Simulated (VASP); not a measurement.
# C21O in VASP: further runs

The runs below take C21O through single point, with PBE+D3(BJ).

Everything below comes from runs of VASP 6.6.1. Logs are shortened: lines on timing, memory, paths and dates and some standing lists are left out, and cuts for length are marked.

## 1. The cell of the first run

The cell holds a slab with vacuum, 22 atoms: a = 5.030 Å, b = 3.557 Å, c = 23.825 Å, α = 90.00°, β = 90.00°, γ = 90.00°.

## 2. Single point, PBE+D3(BJ)

File INCAR:

```
SYSTEM = C21O
PREC     = Accurate       ! precision mode
ENCUT    = 520            ! plane-wave cutoff, eV
EDIFF    = 1E-7           ! SCF threshold, eV
ISMEAR   = 0              ! smearing method
SIGMA    = 0.05           ! smearing width, eV
LREAL    = Auto         
LASPH    = .True.         ! aspherical terms in the spheres
NELM     = 80             ! most SCF steps
ALGO     = Normal         ! electronic algorithm
ISIF     = 2              ! what is computed and relaxed
LWAVE    = .False.        ! write WAVECAR
LCHARG   = .False.        ! write CHGCAR
LDIPOL   = .True.       
IDIPOL   = 3            
DIPOL    = 0.5 0.5 0.296
GGA      = PE             ! functional
IVDW     = 12             ! dispersion correction
NBANDS   = 62             ! bands
```

File KPOINTS:

```
Automatic mesh
0
Gamma
  5 8 1
  0 0 0
```

File POSCAR:

```
C21O
1.0
    5.0304222913      0.0000000000      0.0000000000
    0.0000000000      3.5570457144      0.0000000000
    0.0000000000      0.0000000000     23.8251416051
C O
21 1
Direct
    0.2500000000      0.0000000000      0.1678898731
    0.7500000000      0.0000000000      0.1678898731
    0.0000000000      0.2500000000      0.1678898731
    0.5000000000      0.2500000000      0.1678898731
    0.0000000000      0.5000000000      0.2206746831
    0.5000000000      0.5000000000      0.2206746831
    0.2500000000      0.7500000000      0.2206746831
    0.7500000000      0.7500000000      0.2206746831
    0.2500000000      0.0023818432      0.2733210081
    0.7500000000      0.0023818432      0.2733210081
    0.0000000000      0.2476181568      0.2733210081
    0.5000000000      0.2476181568      0.2733210081
    0.0000000000      0.5094747646      0.3275705903
    0.5000000000      0.5094747646      0.3275705903
    0.2500000000      0.7405252354      0.3275705903
    0.7500000000      0.7405252354      0.3275705903
    0.2500000000      0.0286707501      0.3725115994
    0.7500000000      0.0286707501      0.3725115994
    0.0000000000      0.2213292499      0.3725115994
    0.5000000000      0.2213292499      0.3725115994
    0.2500000000      0.2786707501      0.5550918364
    0.2500000000      0.2786707501      0.5068234979
```

Potentials or basis: VASP PAW PBE potentials, release 64 (C, O).

Started as:

```bash
$ cat potpaw_PBE.64/C/POTCAR potpaw_PBE.64/O/POTCAR > POTCAR
$ mpirun -np 1 vasp_std > vasp.out
```

OUTCAR:

```text
SYSTEM = C21O
   PREC = Accurate
   ENCUT = 520
   EDIFF = 1E-7
   ISMEAR = 0
   LREAL = Auto
   LASPH = .True.
   NELM = 80
   ISIF = 2
   GGA = PE
   IVDW = 12
 IVDW          = 12

 ion  position               nearest neighbor table
   1  0.250  0.000  0.168-   3 1.54   4 1.54   7 1.54
   2  0.750  0.000  0.168-   3 1.54   4 1.54   8 1.54
   3  0.000  0.250  0.168-   1 1.54   2 1.54   5 1.54
   4  0.500  0.250  0.168-   1 1.54   2 1.54   6 1.54
   5  0.000  0.500  0.221-   7 1.54   8 1.54   3 1.54  11 1.54
   6  0.500  0.500  0.221-   7 1.54   8 1.54   4 1.54  12 1.54
   7  0.250  0.750  0.221-   5 1.54   6 1.54   1 1.54   9 1.54
   8  0.750  0.750  0.221-   5 1.54   6 1.54   2 1.54  10 1.54
   9  0.250  0.002  0.273-  11 1.53  12 1.53   7 1.54  15 1.59
  10  0.750  0.002  0.273-  11 1.53  12 1.53   8 1.54  16 1.59
  11  0.000  0.248  0.273-   9 1.53  10 1.53   5 1.54  13 1.59
  12  0.500  0.248  0.273-   9 1.53  10 1.53   6 1.54  14 1.59
  13  0.000  0.509  0.328-  19 1.48  16 1.50  15 1.50  11 1.59
  14  0.500  0.509  0.328-  20 1.48  16 1.50  15 1.50  12 1.59
  15  0.250  0.741  0.328-  17 1.48  14 1.50  13 1.50   9 1.59
  16  0.750  0.741  0.328-  18 1.48  14 1.50  13 1.50  10 1.59
  17  0.250  0.029  0.373-  19 1.43  20 1.43  15 1.48
  18  0.750  0.029  0.373-  19 1.43  20 1.43  16 1.48
  19  0.000  0.221  0.373-  17 1.43  18 1.43  13 1.48
  20  0.500  0.221  0.373-  17 1.43  18 1.43  14 1.48
  21  0.250  0.279  0.555-  22 1.15
  22  0.250  0.279  0.507-  21 1.15

  LATTYP: Found a simple orthorhombic cell.
 ALAT       =     3.5570457144
 B/A-ratio  =     1.4142135624
 C/A-ratio  =     6.6980138908

  Lattice vectors:

 A1 = (   0.0000000000,  -3.5570457144,   0.0000000000)
 A2 = (   5.0304222913,   0.0000000000,   0.0000000000)
 A3 = (   0.0000000000,   0.0000000000,  23.8251416051)

Analysis of symmetry for initial positions (statically):
=====================================================================
 Subroutine PRICEL returns:
 Original cell was already a primitive cell.

 Routine SETGRP: Setting up the symmetry group for a
 simple orthorhombic supercell.

 Subroutine GETGRP returns: Found  2 space group operations
 (whereof  1 operations were pure point group operations)
 out of a pool of  8 trial point group operations.

The static configuration has the point symmetry C_1 .
 The point group associated with its full space group is C_1h.

Analysis of symmetry for dynamics (positions and initial velocities):
=====================================================================
 Subroutine PRICEL returns:
 Original cell was already a primitive cell.

 Routine SETGRP: Setting up the symmetry group for a
 simple orthorhombic supercell.

 Subroutine GETGRP returns: Found  2 space group operations
 (whereof  1 operations were pure point group operations)
 out of a pool of  8 trial point group operations.

The dynamic configuration has the point symmetry C_1 .
 The point group associated with its full space group is C_1h.

 Subroutine INISYM returns: Found  2 space group operations
 (whereof  1 operations are pure point group operations),
 and found     1 'primitive' translations

----------------------------------------------------------------------------------------

                                     Primitive cell

  volume of cell :     426.3138

  direct lattice vectors                    reciprocal lattice vectors
     5.030422291  0.000000000  0.000000000     0.198790468  0.000000000  0.000000000
     0.000000000  3.557045714  0.000000000     0.000000000  0.281132175  0.000000000
     0.000000000  0.000000000 23.825141605     0.000000000  0.000000000  0.041972468

  length of vectors
     5.030422291  3.557045714 23.825141605     0.198790468  0.281132175  0.041972468

  position of ions in fractional coordinates (direct lattice)
     0.250000000  0.000000000  0.167889873
     0.750000000  0.000000000  0.167889873
     0.000000000  0.250000000  0.167889873
     0.500000000  0.250000000  0.167889873
     0.000000000  0.500000000  0.220674683
     0.500000000  0.500000000  0.220674683
[... 14 lines left out ...]
     0.250000000  0.278670750  0.555091836
     0.250000000  0.278670750  0.506823498

  ion indices of the primitive-cell ions
   primitive index   ion index
                 1           1
                 2           2
[... 35 lines left out ...]

  Length of vectors
     0.039758094  0.035141522  0.041972468

  Shift w.r.t. Gamma in fractional coordinates (k-lattice)
     0.000000000  0.000000000  0.000000000

 Subroutine IBZKPT returns following result:
 ===========================================

 Found     15 irreducible k-points:

 Following reciprocal coordinates:
            Coordinates               Weight
  0.000000  0.000000  0.000000      1.000000
  0.200000  0.000000  0.000000      2.000000
  0.400000  0.000000  0.000000      2.000000
  0.000000  0.125000  0.000000      2.000000
  0.200000  0.125000  0.000000      4.000000
  0.400000  0.125000  0.000000      4.000000
  0.000000  0.250000  0.000000      2.000000
  0.200000  0.250000  0.000000      4.000000
  0.400000  0.250000  0.000000      4.000000
  0.000000  0.375000  0.000000      2.000000
  0.200000  0.375000  0.000000      4.000000
  0.400000  0.375000  0.000000      4.000000
  0.000000  0.500000  0.000000      1.000000
  0.200000  0.500000  0.000000      2.000000
  0.400000  0.500000  0.000000      2.000000
   k-points           NKPTS =     15   k-points in BZ     NKDIM =     15   number of bands    NBANDS=     62
   number of dos      NEDOS =    301   number of ions     NIONS =     22
   total plane-waves  NPLWV = 201600
   dimension x,y,z NGX =    40 NGY =   28 NGZ =  180
   dimension x,y,z NGXF=    80 NGYF=   56 NGZF=  360
   ions per type =              21   1
   NGX,Y,Z   is equivalent  to a cutoff of  13.22, 13.09, 12.56 a.u.
   NGXF,Y,Z  is equivalent  to a cutoff of  26.44, 26.17, 25.12 a.u.
 SYSTEM =  C21O
   PREC   = accura    normal or accurate (medium, high low for compatibility)
   ISTART =      0    job   : 0-new  1-cont  2-samecut
   ICHARG =      2    charge: 1-file 2-atom 10-const
   ISPIN  =      1    spin polarized calculation?
   LNONCOLLINEAR =      F non collinear calculations
   LSORBIT =      F    spin-orbit coupling
   LASPH  =      T    aspherical Exc in radial PAW
   ENCUT  =  520.0 eV  38.22 Ry    6.18 a.u.   9.35  6.61 44.30*2*pi/ulx,y,z
   NELM   =     80;   NELMIN=  2; NELMDL= -5     # of ELM steps
   EDIFF  = 0.1E-06   stopping-criterion for ELM
   LREAL  =      T    real-space projection
   EDIFFG = 0.1E-05   stopping-criterion for IOM
   NSW    =      0    number of steps for IOM
   IBRION =     -1    ionic relax: 0-MD 1-quasi-New 2-CG
   NFREE  =      0    steps in history (QN), initial steepest desc. (CG)
   ISIF   =      2    stress and relaxation
   ISYM   =      2    0-nonsym 1-usesym 2-fastsym
   POTIM  = 0.5000    time-step for ionic-motion
   TEBEG  =    0.0;   TEEND  =   0.0 temperature during run
   PSTRESS=    0.0 pullay stress
   NELECT =      90.0000    total number of electrons
   NUPDOWN=      -1.0000    fix difference up-down
   EMIN   =  10.00;   EMAX   =-10.00  energy-range for DOS
   EFERMI =   0.00;   METHOD = LEGACY
   ISMEAR =     0;   SIGMA  =   0.05  broadening in eV -4-tet -1-fermi 0-gaus
   EFERMI_NEDOS =   21; number of points for ismear=-14 and -15
   IALGO  =     38    algorithm
   IMIX   =      4    mixing-type and parameters
     AMIX     =   0.40;   BMIX     =  1.00
     AMIX_MAG =   1.60;   BMIX_MAG =  1.00
  volume/ion in A,a.u.               =      19.38       130.77
  Fermi-wavevector in a.u.,A,eV,Ry     =   0.974793  1.842092 12.928555  0.950222
  Thomas-Fermi vector in A             =   2.105281
   LORBIT       =      0    0 simple, 1 ext, 2 COOP (PROOUT), +10 PAW based schemes
   GGA     = PE    functional components
   LHFCALC =     F    Hartree Fock is set to
   AEXX    =    0.0000 exact exchange contribution
   IVDW    =    12    specifies the selected vdW correction
   LEPSILON=     F    determine dielectric tensor
   LRPA    =     F    only Hartree local field effects (RPA)
 non-spin polarized calculation
 Gauss-broadening in eV      SIGMA  =   0.05
  energy-cutoff  :      520.00
  volume of cell :      426.31
 maximum number of plane-waves:     11543
 NGX is ok and might be reduce to    40
   NGX = 19   NGY = 13   NGZ = 89

 dipolmoment           0.000000      0.000000      0.116819 electrons x Angstroem

 number of electron      90.0000006 magnetization

 dipolmoment           0.000000      0.000000     -0.038186 electrons x Angstroem

 Free energy of the ion-electron system (eV)
  ---------------------------------------------------
  ext. energy  EPLUGINS =         0.00000000
  ---------------------------------------------------
  free energy    TOTEN  =      -183.31979213 eV

  energy without entropy =     -183.31472493  energy(sigma->0) =     -183.31725853

 E-fermi :  -1.1798     XC(G=0):  -5.0860

 val. band max:       -1.1939732320   @ k =   0.4000   0.5000   0.0000
 cond. band min:      -1.1365652796   @ k =   0.4000   0.5000   0.0000
 fundamental gap:      0.0574079524
 Fermi energy:        -1.1798203682

 k-point     1 :       0.0000    0.0000    0.0000
  band No.  band energies     occupation
      1     -25.1686      2.00000
      2     -22.6980      2.00000
      3     -20.8243      2.00000
      4     -18.2513      2.00000
      5     -18.2513      2.00000
      6     -17.7865      2.00000
[... 889 lines left out ...]
     56       6.7533      0.00000
     57       7.0136      0.00000
 [bands above 57 left out]

------------------------ aborting loop because EDIFF is reached ----------------------------------------

 vacuum level on the upper side and lower side of the slab       (xc-potential included)        -0.196         0.182

 Edisp (eV)   -3.10870

 E8    (eV) :    -0.9310

  FORCE on cell =-STRESS in cart. coord.  units (eV):
  Direction    XX          YY          ZZ          XY          YZ          ZX
  --------------------------------------------------------------------------------------
  -------------------------------------------------------------------------------------
  Total      -8.23525    11.27033    -5.29723     0.00000     0.04697     0.00000
  in kB     -30.94980    42.35630   -19.90809     0.00000     0.17652     0.00000
  external pressure =       -2.83 kB  Pullay stress =        0.00 kB

 VOLUME and BASIS-vectors are now :
 -----------------------------------------------------------------------------
  energy-cutoff  :      520.00
  volume of cell :      426.31
      direct lattice vectors                 reciprocal lattice vectors
     5.030422291  0.000000000  0.000000000     0.198790468  0.000000000  0.000000000
     0.000000000  3.557045714  0.000000000     0.000000000  0.281132175  0.000000000
     0.000000000  0.000000000 23.825141605     0.000000000  0.000000000  0.041972468

 POSITION                                       TOTAL-FORCE (eV/Angst)
 -----------------------------------------------------------------------------------
      1.25761      0.00000      4.00000         0.000000      4.258513      0.938680
      3.77282      0.00000      4.00000         0.000000      4.259610      0.940570
      0.00000      0.88926      4.00000        -0.001049     -4.260140      0.939003
      2.51521      0.88926      4.00000         0.001049     -4.260140      0.939003
      0.00000      1.77852      5.25761        -0.000598      1.061601     -0.969068
      2.51521      1.77852      5.25761         0.000598      1.061601     -0.969068
[... 14 lines left out ...]
      1.25761      0.99124     13.22514         0.000000      0.000323     -0.728361
      1.25761      0.99124     12.07514         0.000000      0.026936      0.756027
 -----------------------------------------------------------------------------------
    total drift:                                0.000000      0.009454      0.029472

  FREE ENERGIE OF THE ION-ELECTRON SYSTEM (eV)
  ---------------------------------------------------
  free  energy   TOTEN  =      -186.4284916897 eV

  energy  without entropy=     -186.4234244968  energy(sigma->0) =     -186.42595809

 vacuum level on the upper side and lower side of the slab         4.421         4.806
```

Wall time 27 min (1 thread of Oxide Virtual Turin-like, shared host); peak memory 0.57 GiB.

Results:

```yaml
Free_energy: -186.4285 eV
Largest_force: 4.362 eV/Å
Band_gap_on_the_k_mesh: zero (bands 45 and 46 overlap by 0.03 eV)
Dispersion_energy_per_atom: -0.141 eV
```

Forces on the atoms (eV/Å):
```
C    0.000  4.259  0.939
C    0.000  4.260  0.941
C   -0.001 -4.260  0.939
C    0.001 -4.260  0.939
C   -0.001  1.062 -0.969
C    0.001  1.062 -0.969
C    0.000 -1.063 -0.964
C    0.000 -1.061 -0.973
C    0.000 -0.011  0.001
C    0.000 -0.010  0.018
C    0.000  0.009  0.010
C    0.000  0.009  0.010
C    0.005  0.001 -0.014
C   -0.005  0.001 -0.014
C    0.000  0.011 -0.011
C    0.000 -0.008 -0.025
C    0.000 -0.016  0.009
C    0.000 -0.006  0.065
C   -0.003 -0.003  0.021
C    0.003 -0.003  0.021
C    0.000  0.000 -0.728
O    0.000  0.027  0.756
```

Levels at points of the mesh, in eV from the Fermi level:
| k point | band 41 | band 42 | band 43 | band 44 | band 45 | band 46 | band 47 | band 48 | band 49 | band 50 |
| --- | --- | --- | --- | --- | --- | --- | --- | --- | --- | --- |
| (0.00, 0.00, 0.00) | -1.35 | -0.80 | -0.71 | -0.71 | -0.04 | -0.04 | 0.13 | 1.51 | 3.01 | 3.35 |
| (0.00, 0.50, 0.00) | -2.57 | -0.55 | -0.36 | -0.16 | -0.16 | 0.14 | 0.64 | 0.64 | 1.01 | 2.39 |

(Continued in part 2 of 2.)
